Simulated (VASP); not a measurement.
# ScAl (Pm-3m) in VASP: further runs, part 2 of 2

VASP 6.6.1. Earlier steps stand in the parts before.

**5. Single point, PBEsol**

This run uses another cell than the first one, of 16.27 Å³/atom, 1.254 times its volume.

Contents of INCAR:

```
PREC     = Accurate       # precision mode
ENCUT    = 520            # plane-wave cutoff, eV
EDIFF    = 1E-7           # SCF threshold, eV
ISMEAR   = 0              # smearing method
SIGMA    = 0.1            # smearing width, eV
LREAL    = F              # projectors in reciprocal space
LASPH    = T              # aspherical terms in the spheres
NELM     = 100            # most SCF steps
ALGO     = Normal         # electronic algorithm
ISIF     = 2              # what is computed and relaxed
LWAVE    = F              # write WAVECAR
LCHARG   = T              # write CHGCAR
GGA      = PS             # functional
LELF     = T              # ELF
LVHAR    = T            
NBANDS   = 14             # bands
```

Contents of KPOINTS:

```
regular mesh
0
Gamma
  14 14 14
```

Contents of POSCAR:

```
ScAl
1.0
    3.1925061755      0.0000000000      0.0000000000
    0.0000000000      3.1925061755      0.0000000000
    0.0000000000      0.0000000000      3.1925061755
Sc Al
1 1
Direct
    0.5000000000      0.5000000000      0.5000000000
    0.0000000000      0.0000000000      0.0000000000
```

Potentials or basis: VASP PAW PBE potentials, release 64 (Sc_sv, Al).

Launch:

```bash
$ cat potpaw_PBE.64/Sc_sv/POTCAR potpaw_PBE.64/Al/POTCAR > POTCAR
$ mpirun -np 1 vasp_std > vasp.out
```

OUTCAR:

```text
PREC = Accurate
   ENCUT = 520
   EDIFF = 1E-7
   ISMEAR = 0
   LREAL = F
   LASPH = T
   NELM = 100
   ISIF = 2
   GGA = PS

 ion  position               nearest neighbor table
   1  0.500  0.500  0.500-   2 2.76   2 2.76   2 2.76   2 2.76   2 2.76   2 2.76   2 2.76   2 2.76

   2  0.000  0.000  0.000-   1 2.76   1 2.76   1 2.76   1 2.76   1 2.76   1 2.76   1 2.76   1 2.76

  LATTYP: Found a simple cubic cell.
 ALAT       =     3.1925061755

  Lattice vectors:

 A1 = (   3.1925061755,   0.0000000000,   0.0000000000)
 A2 = (   0.0000000000,   3.1925061755,   0.0000000000)
 A3 = (   0.0000000000,   0.0000000000,   3.1925061755)

Analysis of symmetry for initial positions (statically):
=====================================================================
 Subroutine PRICEL returns:
 Original cell was already a primitive cell.

 Routine SETGRP: Setting up the symmetry group for a
 simple cubic supercell.

 Subroutine GETGRP returns: Found 48 space group operations
[... 9 lines left out ...]

 Routine SETGRP: Setting up the symmetry group for a
 simple cubic supercell.

 Subroutine GETGRP returns: Found 48 space group operations
[... 11 lines left out ...]
                                     Primitive cell

  volume of cell :      32.5383

  direct lattice vectors                    reciprocal lattice vectors
     3.192506176  0.000000000  0.000000000     0.313233537  0.000000000  0.000000000
     0.000000000  3.192506176  0.000000000     0.000000000  0.313233537  0.000000000
     0.000000000  0.000000000  3.192506176     0.000000000  0.000000000  0.313233537

  length of vectors
     3.192506176  3.192506176  3.192506176     0.313233537  0.313233537  0.313233537

  position of ions in fractional coordinates (direct lattice)
[... 8 lines left out ...]
----------------------------------------------------------------------------------------

 KPOINTS: regular mesh

Automatic generation of k-mesh.
 Grid dimensions read from file:
 generate k-points for:   14   14   14

 Generating k-lattice:

  Cartesian coordinates                     Fractional coordinates (reciprocal lattice)
     0.022373824  0.000000000  0.000000000     0.071428571  0.000000000  0.000000000
     0.000000000  0.022373824  0.000000000     0.000000000  0.071428571  0.000000000
     0.000000000  0.000000000  0.022373824     0.000000000  0.000000000  0.071428571

  Length of vectors
     0.022373824  0.022373824  0.022373824

  Shift w.r.t. Gamma in fractional coordinates (k-lattice)
     0.000000000  0.000000000  0.000000000

 Subroutine IBZKPT returns following result:
 ===========================================

 Found    120 irreducible k-points:

 Following reciprocal coordinates:
            Coordinates               Weight
  0.000000  0.000000  0.000000      1.000000
  0.071429  0.000000  0.000000      6.000000
  0.142857  0.000000  0.000000      6.000000
  0.214286  0.000000  0.000000      6.000000
  0.285714  0.000000  0.000000      6.000000
  0.357143  0.000000  0.000000      6.000000
[... 16 lines left out ...]
  0.285714  0.214286  0.000000     24.000000
  0.357143  0.214286  0.000000     24.000000
 [... further k-points ...]
   k-points           NKPTS =    120   k-points in BZ     NKDIM =    120   number of bands    NBANDS=     14
   number of dos      NEDOS =    301   number of ions     NIONS =      2
   total plane-waves  NPLWV =  13824
   dimension x,y,z NGX =    24 NGY =   24 NGZ =   24
   dimension x,y,z NGXF=    48 NGYF=   48 NGZF=   48
   ions per type =               1   1
   NGX,Y,Z   is equivalent  to a cutoff of  12.50, 12.50, 12.50 a.u.
   NGXF,Y,Z  is equivalent  to a cutoff of  25.00, 25.00, 25.00 a.u.
 SYSTEM =  unknown system
   PREC   = accura    normal or accurate (medium, high low for compatibility)
   ISTART =      0    job   : 0-new  1-cont  2-samecut
   ICHARG =      2    charge: 1-file 2-atom 10-const
   ISPIN  =      1    spin polarized calculation?
   LNONCOLLINEAR =      F non collinear calculations
   LSORBIT =      F    spin-orbit coupling
   LASPH  =      T    aspherical Exc in radial PAW
   ENCUT  =  520.0 eV  38.22 Ry    6.18 a.u.   5.94  5.94  5.94*2*pi/ulx,y,z
   NELM   =    100;   NELMIN=  2; NELMDL= -5     # of ELM steps
   EDIFF  = 0.1E-06   stopping-criterion for ELM
   LREAL  =      F    real-space projection
   EDIFFG = 0.1E-05   stopping-criterion for IOM
   NSW    =      0    number of steps for IOM
   IBRION =     -1    ionic relax: 0-MD 1-quasi-New 2-CG
   NFREE  =      0    steps in history (QN), initial steepest desc. (CG)
   ISIF   =      2    stress and relaxation
   ISYM   =      2    0-nonsym 1-usesym 2-fastsym
   POTIM  = 0.5000    time-step for ionic-motion
   TEBEG  =    0.0;   TEEND  =   0.0 temperature during run
   PSTRESS=    0.0 pullay stress
   NELECT =      14.0000    total number of electrons
   NUPDOWN=      -1.0000    fix difference up-down
   EMIN   =  10.00;   EMAX   =-10.00  energy-range for DOS
   EFERMI =   0.00;   METHOD = LEGACY
   ISMEAR =     0;   SIGMA  =   0.10  broadening in eV -4-tet -1-fermi 0-gaus
   EFERMI_NEDOS =   21; number of points for ismear=-14 and -15
   IALGO  =     38    algorithm
   IMIX   =      4    mixing-type and parameters
     AMIX     =   0.40;   BMIX     =  1.00
     AMIX_MAG =   1.60;   BMIX_MAG =  1.00
  volume/ion in A,a.u.               =      16.27       109.79
  Fermi-wavevector in a.u.,A,eV,Ry     =   1.235907  2.335525 20.782435  1.527466
  Thomas-Fermi vector in A             =   2.370537
   LORBIT       =      0    0 simple, 1 ext, 2 COOP (PROOUT), +10 PAW based schemes
   GGA     = PS    functional components
   LHFCALC =     F    Hartree Fock is set to
   AEXX    =    0.0000 exact exchange contribution
   IVDW    =     0    specifies the selected vdW correction
   LEPSILON=     F    determine dielectric tensor
   LRPA    =     F    only Hartree local field effects (RPA)
 non-spin polarized calculation
 Gauss-broadening in eV      SIGMA  =   0.10
  energy-cutoff  :      520.00
  volume of cell :       32.54
 maximum number of plane-waves:       912
 NGX is ok and might be reduce to    24
   NGX = 11   NGY = 11   NGZ = 11

 number of electron      14.0000008 magnetization

 Free energy of the ion-electron system (eV)
  ---------------------------------------------------
  ext. energy  EPLUGINS =         0.00000000
  ---------------------------------------------------
  free energy    TOTEN  =       -11.41485058 eV

  energy without entropy =      -11.41184329  energy(sigma->0) =      -11.41334693

 E-fermi :   7.2888     XC(G=0): -11.0850

 val. band max:        7.2646995129   @ k =   0.4286   0.4286   0.1429
 cond. band min:       7.2904237274   @ k =   0.5000   0.3571   0.0000
 fundamental gap:      0.0257242145
 Fermi energy:         7.2888452805

 k-point     1 :       0.0000    0.0000    0.0000
  band No.  band energies     occupation
      1     -41.4538      2.00000
      2     -20.1211      2.00000
      3     -20.1211      2.00000
      4     -20.1211      2.00000
      5      -1.7613      2.00000
      6       6.3222      2.00000
      7       6.3222      2.00000
      8      10.5184      0.00000
      9      10.5184      0.00000
     10      10.5184      0.00000
     11      11.8278      0.00000
     12      11.8278      0.00000
     13      11.8278      0.00000
     14      16.9073      0.00000

 k-point     2 :       0.0714    0.0000    0.0000
  band No.  band energies     occupation
      1     -41.4523      2.00000
      2     -20.1380      2.00000
      3     -20.1196      2.00000
      4     -20.1196      2.00000
      5      -1.6759      2.00000
      6       6.2669      2.00000
      7       6.3672      2.00000
      8      10.2265      0.00000
      9      10.2265      0.00000
     10      10.5326      0.00000
     11      11.6009      0.00000
     12      12.1681      0.00000
     13      12.1681      0.00000
     14      16.7246      0.00000
[... 343 lines left out ...]
      1     -41.4228      2.00000
      2     -20.3082      2.00000
      3     -20.2266      2.00000
      4     -20.0911      2.00000
      5       0.1690      2.00000
      6       5.2372      2.00000
      7       6.2433      2.00000
      8       8.1857      0.00000
      9       8.9548      0.00000
     10       9.8274      0.00000
     11      11.5398      0.00000
     12      12.9328      0.00000
     13      15.4955      0.00000
     14      15.5162      0.00000

 k-point    24 :       0.3571    0.2143    0.0000
  band No.  band energies     occupation
      1     -41.4166      2.00000
      2     -20.3713      2.00000
      3     -20.2189      2.00000
      4     -20.0850      2.00000
      5       0.7638      2.00000
      6       4.3935      2.00000
      7       6.5436      2.00000
      8       8.0137      0.00000
      9       8.7109      0.00000
     10       9.8793      0.00000
     11      11.6112      0.00000
     12      13.3990      0.00000
     13      15.1321      0.00000
     14      16.0665      0.00000

 [... further k-points ...]
[... 5 lines left out ...]
  --------------------------------------------------------------------------------------
  -------------------------------------------------------------------------------------
  Total        3.0939635      3.0939635      3.0939635     -0.0000000     -0.0000000      0.0000000
  in kB      152.3458148    152.3458148    152.3458148     -0.0000000     -0.0000000      0.0000000
  external PRESSURE =     152.3458148 kB  Pullay stress =       0.0000000 kB

 VOLUME and BASIS-vectors are now :
 -----------------------------------------------------------------------------
  energy-cutoff  :      520.00
  volume of cell :       32.54
      direct lattice vectors                 reciprocal lattice vectors
     3.192506176  0.000000000  0.000000000     0.313233537  0.000000000  0.000000000
     0.000000000  3.192506176  0.000000000     0.000000000  0.313233537  0.000000000
     0.000000000  0.000000000  3.192506176     0.000000000  0.000000000  0.313233537

 POSITION                                       TOTAL-FORCE (eV/Angst)
 -----------------------------------------------------------------------------------
      1.59625      1.59625      1.59625         0.000000      0.000000      0.000000
      0.00000      0.00000      0.00000         0.000000      0.000000      0.000000
 -----------------------------------------------------------------------------------
    total drift:                                0.000000     -0.000000     -0.000000

  FREE ENERGIE OF THE ION-ELECTRON SYSTEM (eV)
  ---------------------------------------------------
  free  energy   TOTEN  =       -11.4148505768 eV

  energy  without entropy=      -11.4118432885  energy(sigma->0) =      -11.41334693
```

It took 37 s on 1 thread of Intel Xeon Platinum 8259CL at 2.50GHz (Skylake/Cascade Lake), shared host; peak memory 0.18 GiB.

What came out:

- Free energy: -11.4149 eV
- Pressure: 15.2 GPa
- Band gap on the k mesh: zero (band 7 reaches 7.56 eV, above the bottom of band 8 at 6.38 eV)

Caveat: the PAW data sets were made with another functional, which shifts forces and pressure a little.

**6. Relaxation of cell and atoms, PBEsol, target pressure 8 GPa, at which the enthalpy is minimised**

This run uses another cell than the first one, of 17.18 Å³/atom, 1.324 times its volume.

Contents of INCAR:

```
PREC = Accurate ; ENCUT = 600
EDIFF = 1E-6 ; ISMEAR = 0
SIGMA = 0.1 ; LREAL = F
LASPH = T ; NELM = 80
ALGO = Fast ; ISIF = 3
LWAVE = F ; LCHARG = F
GGA = PS ; IBRION = 2
NSW = 70 ; EDIFFG = -0.008
PSTRESS = 80.0
```

Contents of KPOINTS:

```
Automatic mesh
0
Gamma
  12 12 12
```

Contents of POSCAR:

```
ScAl
1.0
    3.2509256484      0.0000000000      0.0000000000
    0.0000000000      3.2509256484      0.0000000000
    0.0000000000      0.0000000000      3.2509256484
Sc Al
1 1
Direct
    0.5000000000      0.5000000000      0.5000000000
    0.0000000000      0.0000000000      0.0000000000
```

Potentials or basis: VASP PAW PBE potentials, release 64 (Sc_sv, Al).

Launch:

```bash
$ cat potpaw_PBE.64/Sc_sv/POTCAR potpaw_PBE.64/Al/POTCAR > POTCAR
$ mpirun -np 1 vasp_std > vasp.out
```

It took 90 s on 1 thread of Intel Xeon Platinum 8259CL at 2.50GHz (Skylake/Cascade Lake), shared host; peak memory 0.19 GiB.

It converged, with:

| Item | Value |
| --- | --- |
| Free energy | -11.5561 eV |
| Relaxed volume | 17.25 Å³/atom |
| Relaxed cell | a = 3.256 Å, b = 3.256 Å, c = 3.256 Å, α = 90.00°, β = 90.00°, γ = 90.00° |
| Space group after relaxing (to 0.05 Å) | Pm-3m (No. 221) |
| Energy change on relaxing (the enthalpy is what falls) | -3.9 meV/atom |
| Ionic steps | 3 |
| Pressure after relaxing | 7.9 GPa |
| Band gap on the k mesh | zero (band 7 reaches 7.11 eV, above the bottom of band 8 at 5.91 eV) |

Step by step:
```tsv
step	energy change (eV)	largest force (eV/Å)	pressure (GPa)	volume (Å³)
1	0.0000	0.0000	8.42	34.36
2	-0.0113	0.0000	7.71	34.58
3	-0.0078	0.0000	7.94	34.51
```

Final structure:
```yaml
crystal:
  lattice:
    - [3.25568, 0.00000, 0.00000]
    - [0.00000, 3.25568, 0.00000]
    - [0.00000, 0.00000, 3.25568]
  atoms:
    - { symbol: Sc, position: [0.50000, 0.50000, 0.50000] }
    - { symbol: Al, position: [0.00000, 0.00000, 0.00000] }
```

Levels at points of the mesh, in eV from the Fermi level:
```
           k point  band 3  band 4  band 5  band 6  band 7  band 8  band 9  band 10  band 11
(0.00, 0.00, 0.00)  -27.57  -27.57   -8.82   -0.83   -0.83    3.05    3.05     3.05     4.24
(0.50, 0.00, 0.00)  -27.55  -27.55   -5.72   -4.77    0.25    0.88    0.88     3.33     4.35
(0.50, 0.50, 0.00)  -27.80  -27.52   -4.90   -1.80   -1.80   -0.87    1.67     1.67     4.20
(0.50, 0.50, 0.50)  -27.76  -27.76   -2.79   -2.79   -2.79    0.10    3.28     3.28     3.28
```

Caveat: the cell is relaxed towards a set pressure, so the enthalpy falls and the energy may rise; the PAW data sets were made with another functional, which shifts forces and pressure a little.

**7. The runs side by side**

| task | cell | k mesh | cutoff (eV) | gap on the mesh (eV) | pressure (GPa) |
| --- | --- | --- | --- | --- | --- |
| single point | a = 2.961 Å, 2 atoms | 14 × 14 × 14 | 520 | none | 60.5 |
| single point | a = 3.390 Å, 2 atoms | 12 × 12 × 12 | 520 | none | -2.9 |
| single point | a = 3.094 Å, 2 atoms | 14 × 14 × 14 | 520 | none | 30.3 |
| single point | a = 3.193 Å, 2 atoms | 14 × 14 × 14 | 520 | none | 15.2 |
| relaxation of cell and atoms | relaxed to 8 GPa from a = 3.251 Å, 2 atoms | 12 × 12 × 12 | 600 | none | 7.9 |

Alike in all rows: level PBEsol; potentials or basis VASP PAW PBE potentials, release 64 (Sc_sv, Al); no spin polarisation; smearing gaussian 0.1 eV.

Caveats: the PAW data sets were made with another functional, which shifts forces and pressure a little; the cell is relaxed towards a set pressure, so the enthalpy falls and the energy may rise (some runs).

Absolute energies hang on the potentials; compare differences alone.
